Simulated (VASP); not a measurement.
Here is a VASP 6.6.1 calculation.

INCAR

```
ALGO = Normal ; EDIFF = 1E-6
ENCUT = 520 ; GGA = PE
ISIF = 2 ; ISMEAR = 0
LASPH = True ; LCHARG = False
LREAL = False ; LWAVE = False
NBANDS = 14 ; NELM = 60
PREC = Accurate ; SIGMA = 0.02
```

The input KPOINTS:

```
k-points
0
Gamma
  6 6 6
```

Contents of POSCAR:

```
NaI
1.0
    0.0000000000      3.3281149661      3.3281149661
    3.3281149661      0.0000000000      3.3281149661
    3.3281149661      3.3281149661      0.0000000000
Na I
1 1
Direct
    0.0000000000      0.0000000000      0.0000000000
    0.5000000000      0.5000000000      0.5000000000
```

Potentials or basis: VASP PAW PBE potentials, release 64 (Na_pv, I).

Launch:

```sh
$ cat potpaw_PBE.64/Na_pv/POTCAR potpaw_PBE.64/I/POTCAR > POTCAR
$ mpirun -np 1 vasp_std > vasp.out
```

(1) Predict the band gap on the k mesh.

(2) Predict the pressure.

Results:

(1) 3.43 eV, direct.

(2) -0.8 GPa.

Caveat: spin-orbit coupling is left out, which moves the levels of the heavy elements.
